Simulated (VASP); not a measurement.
# Ta (I4/mmm) in VASP: single point with PBEsol

Aim: the single point of Ta with PBEsol.

All numbers are computed with VASP 6.6.1; they aren't measurements. Logs are shortened: lines on timing, memory, paths and dates and some standing lists are left out, and cuts for length are marked.

## Step 1: The cell of the first run

The structure is tetragonal, space group I4/mmm (No. 139). Conventional cell: a = 2.775 Å, b = 2.775 Å, c = 4.033 Å, α = 90.00°, β = 90.00°, γ = 90.00°. Within 3.7 Å of Ta (site symmetry 4/mmm) lie 12 Ta at 2.78 to 2.81 Å.

## Step 2: Single point, PBEsol (volume 15.533 Å^3 an atom, c/a of the conventional cell 1.4530)

INCAR reads:

```
PREC = Accurate ; ENCUT = 520
EDIFF = 1E-6 ; ISMEAR = 0
SIGMA = 0.15 ; LREAL = F
LASPH = T ; NELM = 100
ALGO = Fast ; ISIF = 2
LWAVE = F ; LCHARG = F
GGA = PS ; NBANDS = 12
```

KPOINTS reads:

```
regular mesh
0
Gamma
  22 22 22
```

POSCAR reads:

```
Ta
1.0
   -1.3877457699      1.3877457699      2.0163946037
    1.3877457699     -1.3877457699      2.0163946037
    1.3877457699      1.3877457699     -2.0163946037
Ta
1
Direct
    0.0000000000      0.0000000000      0.0000000000
```

Potentials or basis: VASP PAW PBE potentials, release 64 (Ta_pv).

Started as:

```sh
cat potpaw_PBE.64/Ta_pv/POTCAR > POTCAR
mpirun -np 1 vasp_std > vasp.out
```

OUTCAR:

```text
PREC = Accurate
   ENCUT = 520
   EDIFF = 1E-6
   ISMEAR = 0
   LREAL = F
   LASPH = T
   NELM = 100
   ISIF = 2
   GGA = PS

 ion  position               nearest neighbor table
   1  0.000  0.000  0.000-

  LATTYP: Found a body centered tetragonal cell.
 ALAT       =     2.7754915398
 C/A-ratio  =     1.4530000000

  Lattice vectors:

 A1 = (  -1.3877457699,   1.3877457699,   2.0163946037)
 A2 = (   1.3877457699,  -1.3877457699,   2.0163946037)
 A3 = (   1.3877457699,   1.3877457699,  -2.0163946037)

Analysis of symmetry for initial positions (statically):
=====================================================================
 Subroutine PRICEL returns:
 Original cell was already a primitive cell.

 Routine SETGRP: Setting up the symmetry group for a
 body centered tetragonal supercell.

 Subroutine GETGRP returns: Found 16 space group operations
 (whereof 16 operations were pure point group operations)
 out of a pool of 16 trial point group operations.

The static configuration has the point symmetry D_4h.

Analysis of symmetry for dynamics (positions and initial velocities):
=====================================================================
 Subroutine PRICEL returns:
 Original cell was already a primitive cell.

 Routine SETGRP: Setting up the symmetry group for a
 body centered tetragonal supercell.

 Subroutine GETGRP returns: Found 16 space group operations
 (whereof 16 operations were pure point group operations)
 out of a pool of 16 trial point group operations.

The dynamic configuration has the point symmetry D_4h.

 Subroutine INISYM returns: Found 16 space group operations
 (whereof 16 operations are pure point group operations),
 and found     1 'primitive' translations

----------------------------------------------------------------------------------------

                                     Primitive cell

  volume of cell :      15.5330

  direct lattice vectors                    reciprocal lattice vectors
    -1.387745770  1.387745770  2.016394604     0.000000000  0.360296541  0.247967337
     1.387745770 -1.387745770  2.016394604     0.360296541  0.000000000  0.247967337
     1.387745770  1.387745770 -2.016394604     0.360296541  0.360296541  0.000000000

  length of vectors
     2.813809489  2.813809489  2.813809489     0.437380152  0.437380152  0.509536254

  position of ions in fractional coordinates (direct lattice)
     0.000000000  0.000000000  0.000000000

  ion indices of the primitive-cell ions
   primitive index   ion index
                 1           1

----------------------------------------------------------------------------------------

 KPOINTS: regular mesh

Automatic generation of k-mesh.
 Grid dimensions read from file:
 generate k-points for:   22   22   22

 Generating k-lattice:

  Cartesian coordinates                     Fractional coordinates (reciprocal lattice)
     0.000000000  0.016377115  0.011271243     0.045454545 -0.000000000  0.000000000
     0.016377115  0.000000000  0.011271243    -0.000000000  0.045454545  0.000000000
     0.016377115  0.016377115  0.000000000     0.000000000  0.000000000  0.045454545

  Length of vectors
     0.019880916  0.019880916  0.023160739

  Shift w.r.t. Gamma in fractional coordinates (k-lattice)
     0.000000000  0.000000000  0.000000000

 Subroutine IBZKPT returns following result:
 ===========================================

 Found    834 irreducible k-points:

 Following reciprocal coordinates:
            Coordinates               Weight
  0.000000  0.000000  0.000000      1.000000
  0.045455 -0.000000  0.000000      8.000000
  0.090909 -0.000000  0.000000      8.000000
  0.136364 -0.000000  0.000000      8.000000
  0.181818 -0.000000  0.000000      8.000000
  0.227273  0.000000  0.000000      8.000000
[... 16 lines left out ...]
  0.500000  0.045455  0.000000     16.000000
 -0.454545  0.045455  0.000000     16.000000
 [... further k-points ...]
   k-points           NKPTS =    834   k-points in BZ     NKDIM =    834   number of bands    NBANDS=     12
   number of dos      NEDOS =    301   number of ions     NIONS =      1
   total plane-waves  NPLWV =  13824
   dimension x,y,z NGX =    24 NGY =   24 NGZ =   24
   dimension x,y,z NGXF=    48 NGYF=   48 NGZF=   48
   ions per type =               1
   NGX,Y,Z   is equivalent  to a cutoff of  14.18, 14.18, 14.18 a.u.
   NGXF,Y,Z  is equivalent  to a cutoff of  28.36, 28.36, 28.36 a.u.
 SYSTEM =  unknown system
   PREC   = accura    normal or accurate (medium, high low for compatibility)
   ISTART =      0    job   : 0-new  1-cont  2-samecut
   ICHARG =      2    charge: 1-file 2-atom 10-const
   ISPIN  =      1    spin polarized calculation?
   LNONCOLLINEAR =      F non collinear calculations
   LSORBIT =      F    spin-orbit coupling
   LASPH  =      T    aspherical Exc in radial PAW
   ENCUT  =  520.0 eV  38.22 Ry    6.18 a.u.   5.23  5.23  5.23*2*pi/ulx,y,z
   NELM   =    100;   NELMIN=  2; NELMDL= -5     # of ELM steps
   EDIFF  = 0.1E-05   stopping-criterion for ELM
   LREAL  =      F    real-space projection
   EDIFFG = 0.1E-04   stopping-criterion for IOM
   NSW    =      0    number of steps for IOM
   IBRION =     -1    ionic relax: 0-MD 1-quasi-New 2-CG
   NFREE  =      0    steps in history (QN), initial steepest desc. (CG)
   ISIF   =      2    stress and relaxation
   ISYM   =      2    0-nonsym 1-usesym 2-fastsym
   POTIM  = 0.5000    time-step for ionic-motion
   TEBEG  =    0.0;   TEEND  =   0.0 temperature during run
   PSTRESS=    0.0 pullay stress
   NELECT =      11.0000    total number of electrons
   NUPDOWN=      -1.0000    fix difference up-down
   EMIN   =  10.00;   EMAX   =-10.00  energy-range for DOS
   EFERMI =   0.00;   METHOD = LEGACY
   ISMEAR =     0;   SIGMA  =   0.15  broadening in eV -4-tet -1-fermi 0-gaus
   EFERMI_NEDOS =   21; number of points for ismear=-14 and -15
   IALGO  =     68    algorithm
   IMIX   =      4    mixing-type and parameters
     AMIX     =   0.40;   BMIX     =  1.00
     AMIX_MAG =   1.60;   BMIX_MAG =  1.00
  volume/ion in A,a.u.               =      15.53       104.82
  Fermi-wavevector in a.u.,A,eV,Ry     =   1.459219  2.757525 28.971177  2.129321
  Thomas-Fermi vector in A             =   2.575812
   LORBIT       =      0    0 simple, 1 ext, 2 COOP (PROOUT), +10 PAW based schemes
   GGA     = PS    functional components
   LHFCALC =     F    Hartree Fock is set to
   AEXX    =    0.0000 exact exchange contribution
   IVDW    =     0    specifies the selected vdW correction
   LEPSILON=     F    determine dielectric tensor
   LRPA    =     F    only Hartree local field effects (RPA)
 non-spin polarized calculation
 RMM-DIIS sequential band-by-band and
 Gauss-broadening in eV      SIGMA  =   0.15
  energy-cutoff  :      520.00
  volume of cell :       15.53
 maximum number of plane-waves:       435
 NGX is ok and might be reduce to    24
   NGX = 11   NGY = 11   NGZ = 11

 number of electron      10.9999999 magnetization

 Free energy of the ion-electron system (eV)
  ---------------------------------------------------
  ext. energy  EPLUGINS =         0.00000000
  ---------------------------------------------------
  free energy    TOTEN  =       -11.97823033 eV

  energy without entropy =      -11.96627781  energy(sigma->0) =      -11.97225407

 E-fermi :   7.0534     XC(G=0): -13.5068

 val. band max:        7.0533153457   @ k =   0.4545   0.1818   0.0455
 cond. band min:       7.0567070053   @ k =   0.3636   0.2727   0.1364
 fundamental gap:      0.0033916597
 Fermi energy:         7.0534382590

 k-point     1 :       0.0000    0.0000    0.0000
  band No.  band energies     occupation
      1     -25.8443      2.00000
      2     -25.8356      2.00000
      3     -25.8356      2.00000
      4      -1.8834      2.00000
      5       7.0597      0.95293
      6       7.4802      0.00006
      7       7.4802      0.00006
      8      10.8566      0.00000
      9      11.5116      0.00000
     10      20.0916      0.00000
     11      21.7258      0.00000
     12      25.1893      0.00000

 k-point     2 :       0.0455   -0.0000    0.0000
  band No.  band energies     occupation
      1     -25.8820      2.00000
      2     -25.8470      2.00000
      3     -25.8400      2.00000
      4      -1.7761      2.00000
      5       7.0580      0.96549
      6       7.4379      0.00029
      7       7.5319      0.00001
      8      10.8055      0.00000
      9      11.4459      0.00000
     10      20.3168      0.00000
     11      21.7256      0.00000
     12      25.0741      0.00000

 k-point     3 :       0.0909   -0.0000    0.0000
  band No.  band energies     occupation
      1     -26.0066      2.00000
      2     -25.8641      2.00000
      3     -25.8527      2.00000
      4      -1.4642      2.00000
      5       6.9326      1.74551
      6       7.4475      0.00020
      7       7.6755      0.00000
      8      10.6813      0.00000
      9      11.2766      0.00000
     10      20.9391      0.00000
     11      21.7248      0.00000
     12      24.2647      0.00000
[... 286 lines left out ...]
 k-point    23 :       0.5000    0.0455    0.0000
  band No.  band energies     occupation
      1     -27.7166      2.00000
      2     -26.1315      2.00000
      3     -26.0676      2.00000
      4       1.6322      2.00000
      5       6.7795      1.99019
      6       7.1382      0.42438
      7       8.4842      0.00000
      8      14.1830      0.00000
      9      14.4269      0.00000
     10      19.6678      0.00000
     11      20.1703      0.00000
     12      21.7644      0.00000

 k-point    24 :      -0.4545    0.0455    0.0000
  band No.  band energies     occupation
      1     -27.6621      2.00000
      2     -26.1247      2.00000
      3     -26.0577      2.00000
      4       1.6314      2.00000
      5       6.8544      1.93948
      6       7.1907      0.19551
      7       8.1330      0.00000
      8      13.7796      0.00000
      9      14.2341      0.00000
     10      19.2721      0.00000
     11      21.2294      0.00000
     12      21.8115      0.00000

 [... further k-points ...]
[... 5 lines left out ...]
  --------------------------------------------------------------------------------------
  -------------------------------------------------------------------------------------
  Total        3.9134732      3.9134732      4.7295415      0.0000000      0.0000000      0.0000000
  in kB      403.6617536    403.6617536    487.8364878      0.0000000      0.0000000      0.0000000
  external PRESSURE =     431.7199983 kB  Pullay stress =       0.0000000 kB

 VOLUME and BASIS-vectors are now :
 -----------------------------------------------------------------------------
  energy-cutoff  :      520.00
  volume of cell :       15.53
      direct lattice vectors                 reciprocal lattice vectors
    -1.387745770  1.387745770  2.016394604     0.000000000  0.360296541  0.247967337
     1.387745770 -1.387745770  2.016394604     0.360296541  0.000000000  0.247967337
     1.387745770  1.387745770 -2.016394604     0.360296541  0.360296541  0.000000000

 POSITION                                       TOTAL-FORCE (eV/Angst)
 -----------------------------------------------------------------------------------
      0.00000      0.00000      0.00000        -0.000000     -0.000000     -0.000000
 -----------------------------------------------------------------------------------
    total drift:                               -0.000000      0.000000      0.000000

  FREE ENERGIE OF THE ION-ELECTRON SYSTEM (eV)
  ---------------------------------------------------
  free  energy   TOTEN  =       -11.9782303307 eV

  energy  without entropy=      -11.9662778089  energy(sigma->0) =      -11.97225407
```

Run time: 1.9 min. Hardware: 1 thread of AMD EPYC 9R45 (Zen 5), shared host; peak memory 0.24 GiB.

Results:

| Item | Value |
| --- | --- |
| Free energy | -11.9782 eV |
| Pressure | 43.2 GPa |

Caveat: the PAW data sets were made with another functional, which shifts forces and pressure a little; spin-orbit coupling is left out, which moves the levels of the heavy elements.
